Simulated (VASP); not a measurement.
# Os (Fm-3m) in VASP: notebook, part 2 of 2

VASP 6.6.1.

## (3) Single point, LDA

This run uses another cell than the first one, of 13.76 Å³/atom, 1.042 times its volume.

INCAR

```
  PREC = Accurate
  ENCUT = 500
  EDIFF = 1E-6
  ISMEAR = -1
  SIGMA = 0.1
  LREAL = F
  LASPH = T
  NELM = 120
  ALGO = Normal
  ISIF = 2
  LWAVE = F
  LCHARG = T
  GGA = CA
  LELF = T
  LVHAR = T
  NBANDS = 14
  GGA_COMPAT = F
```

KPOINTS

```
regular mesh
0
Gamma
  14 14 14
```

POSCAR

```
Os
1.0
    0.0000000000      1.9019172812      1.9019172812
    1.9019172812      0.0000000000      1.9019172812
    1.9019172812      1.9019172812      0.0000000000
Os
1
Direct
    0.0000000000      0.0000000000      0.0000000000
```

Potentials or basis: VASP PAW LDA potentials, release 64 (Os_sv_GW).

Command:

```sh
> cat potpaw_LDA.64/Os_sv_GW/POTCAR > POTCAR
> mpirun -np 1 vasp_std > vasp.out
```

OUTCAR:

```text
PREC = Accurate
   ENCUT = 500
   EDIFF = 1E-6
   ISMEAR = -1
   LREAL = F
   LASPH = T
   NELM = 120
   ISIF = 2
   GGA = CA

 ion  position               nearest neighbor table
   1  0.000  0.000  0.000-

  LATTYP: Found a face centered cubic cell.
 ALAT       =     3.8038345624

  Lattice vectors:

 A1 = (   0.0000000000,   1.9019172812,   1.9019172812)
 A2 = (   1.9019172812,   0.0000000000,   1.9019172812)
 A3 = (   1.9019172812,   1.9019172812,   0.0000000000)

Analysis of symmetry for initial positions (statically):
=====================================================================
 Subroutine PRICEL returns:
 Original cell was already a primitive cell.

 Routine SETGRP: Setting up the symmetry group for a
 face centered cubic supercell.

 Subroutine GETGRP returns: Found 48 space group operations
 (whereof 48 operations were pure point group operations)
 out of a pool of 48 trial point group operations.

The static configuration has the point symmetry O_h .

Analysis of symmetry for dynamics (positions and initial velocities):
=====================================================================
[... 160 lines left out ...]
 Fermi energy:        13.6936000863

 k-point     1 :       0.0000    0.0000    0.0000
  band No.  band energies     occupation
      1     -72.3644      2.00000
      2     -31.4378      2.00000
      3     -31.4378      2.00000
      4     -31.4378      2.00000
      5       2.8357      2.00000
      6      10.6447      2.00000
      7      10.6447      2.00000
      8      10.6447      2.00000
      9      13.7969      0.52494
     10      13.7969      0.52494
     11      27.1073      0.00000
     12      32.9169      0.00000
     13      32.9169      0.00000
     14      32.9169      0.00000
[... 377 lines left out ...]
      1     -72.2987      2.00000
      2     -32.0280      2.00000
      3     -31.5997      2.00000
      4     -31.5875      2.00000
      5       5.7498      2.00000
      6       9.0505      2.00000
      7      10.9924      2.00000
      8      11.9070      2.00000
      9      13.4257      1.87150
     10      14.8931      0.00001
     11      28.9877      0.00000
     12      31.8614      0.00000
     13      34.5269      0.00000
     14      34.9827      0.00000

 [... further k-points ...]
[... 5 lines left out ...]
  --------------------------------------------------------------------------------------
  -------------------------------------------------------------------------------------
  Total       -0.0592202     -0.0592202     -0.0592202      0.0000000      0.0000000      0.0000000
  in kB       -6.8956512     -6.8956512     -6.8956512      0.0000000      0.0000000      0.0000000
  external PRESSURE =      -6.8956512 kB  Pullay stress =       0.0000000 kB

 VOLUME and BASIS-vectors are now :
 -----------------------------------------------------------------------------
  energy-cutoff  :      500.00
  volume of cell :       13.76
      direct lattice vectors                 reciprocal lattice vectors
     0.000000000  1.901917281  1.901917281    -0.262892611  0.262892611  0.262892611
     1.901917281  0.000000000  1.901917281     0.262892611 -0.262892611  0.262892611
     1.901917281  1.901917281  0.000000000     0.262892611  0.262892611 -0.262892611

 POSITION                                       TOTAL-FORCE (eV/Angst)
 -----------------------------------------------------------------------------------
      0.00000      0.00000      0.00000         0.000000      0.000000      0.000000
 -----------------------------------------------------------------------------------
    total drift:                               -0.000000     -0.000000     -0.000000

  FREE ENERGIE OF THE ION-ELECTRON SYSTEM (eV)
  ---------------------------------------------------
  free  energy   TOTEN  =       -13.6709235842 eV

  energy  without entropy=      -13.6390192522  energy(sigma->0) =      -13.65497142
```

OSZICAR:

```text
N       E                     dE             d eps       ncg     rms          rms(c)
DAV:   1     0.833489140035E+02    0.83349E+02   -0.10648E+04  3016   0.119E+03
DAV:   2    -0.134813566717E+02   -0.96830E+02   -0.92345E+02  3752   0.338E+02
DAV:   3    -0.148703903348E+02   -0.13890E+01   -0.13844E+01  3140   0.356E+01
DAV:   4    -0.148720445445E+02   -0.16542E-02   -0.16542E-02  3500   0.159E+00
DAV:   5    -0.148720469816E+02   -0.24371E-05   -0.24371E-05  3158   0.553E-02    0.787E+01
DAV:   6    -0.138221539483E+02    0.10499E+01   -0.11263E+00  3062   0.108E+01    0.420E+01
DAV:   7    -0.136862081700E+02    0.13595E+00   -0.46540E-01  3248   0.656E+00    0.803E+00
DAV:   8    -0.136710356629E+02    0.15173E-01   -0.51127E-02  2954   0.270E+00    0.947E-01
DAV:   9    -0.136710318006E+02    0.38623E-05   -0.61573E-04  3284   0.258E-01    0.616E-01
DAV:  10    -0.136709228479E+02    0.10895E-03   -0.18076E-04  3026   0.186E-01    0.424E-01
DAV:  11    -0.136709235842E+02   -0.73625E-06   -0.81306E-07  2428   0.125E-02
   1 F= -.13670924E+02 E0= -.13654971E+02  d E =-.319043E-01
```

stdout:

```text
POSCAR found type information on POSCAR Os
 POSCAR found :  1 types and       1 ions
 scaLAPACK will be used
 LDA part: xc-table for (Slater(with rela. corr.)+CA(PZ))
 , standard interpolation
 POSCAR, INCAR and KPOINTS ok, starting setup
 FFT: planning ... GRIDC
 FFT: planning ... GRID_SOFT
 FFT: planning ... GRID
 WAVECAR not read
 entering main loop
```

Wall time 10 s (1 thread of AMD EPYC 9R14 (Zen 4), shared host); peak memory 0.11 GiB.

Results:

```yaml
Free_energy: -13.6709 eV
Pressure: -0.7 GPa
Band_gap_on_the_k_mesh: zero (band 8 reaches 16.26 eV, above the bottom of band 9 at 12.35 eV)
```

Caveat: spin-orbit coupling is left out, which moves the levels of the heavy elements.

## (4) Single point, LDA

This run uses another cell than the first one, of 13.76 Å³/atom, 1.042 times its volume.

INCAR

```
ALGO = Normal
EDIFF = 1E-6
ENCUT = 500
GGA = CA
GGA_COMPAT = False
ISIF = 2
ISMEAR = -1
LASPH = True
LCHARG = True
LELF = True
LREAL = False
LVHAR = True
LWAVE = False
NBANDS = 14
NELM = 120
PREC = Accurate
SIGMA = 0.1
```

KPOINTS

```
k-points
0
Gamma
  16 16 16
```

POSCAR is that of step 3.

Command:

```sh
> cat potpaw_LDA.64/Os_sv_GW/POTCAR > POTCAR
> mpirun -np 1 vasp_std > vasp.out
```

It took 14 s on 1 thread of AMD EPYC 7R13 (Zen 3), shared host; peak memory 0.11 GiB.

It converged, with:

```yaml
Free_energy: -13.6741 eV
Pressure: -1.0 GPa
Band_gap_on_the_k_mesh: zero (band 8 reaches 16.27 eV, above the bottom of band 9 at 12.01 eV)
```

Levels at points of the mesh, in eV from the Fermi level:
```
           k point  band 5  band 6  band 7  band 8  band 9  band 10  band 11  band 12
(0.00, 0.00, 0.00)  -10.95   -3.15   -3.15   -3.15    0.01     0.01    13.31    19.13
(0.50, 0.00, 0.00)   -7.90   -3.31   -3.31   -0.16    2.51     2.51     9.22    13.01
(0.50, 0.50, 0.00)   -7.82   -7.12    2.44    2.48    3.22     3.22    12.09    12.09
```

Caveat: spin-orbit coupling is left out, which moves the levels of the heavy elements.

## (5) The runs side by side

| cell | k mesh | gap on the mesh (eV) | pressure (GPa) |
| --- | --- | --- | --- |
| a = 2.653 Å, angles 60.0°, 1 atom | 16 × 16 × 16 | none | 19.1 |
| a = 2.690 Å, angles 60.0°, 1 atom | 14 × 14 × 14 | none | -0.7 |
| a = 2.690 Å, angles 60.0°, 1 atom | 16 × 16 × 16 | none | -1.0 |

Alike in all rows: task single point; level LDA; potentials or basis VASP PAW LDA potentials, release 64 (Os_sv_GW); no spin polarisation; cutoff (eV) 500; smearing fermi-dirac 0.1 eV.

Caveats: spin-orbit coupling is left out, which moves the levels of the heavy elements.

Absolute energies hang on the potentials; compare differences alone.
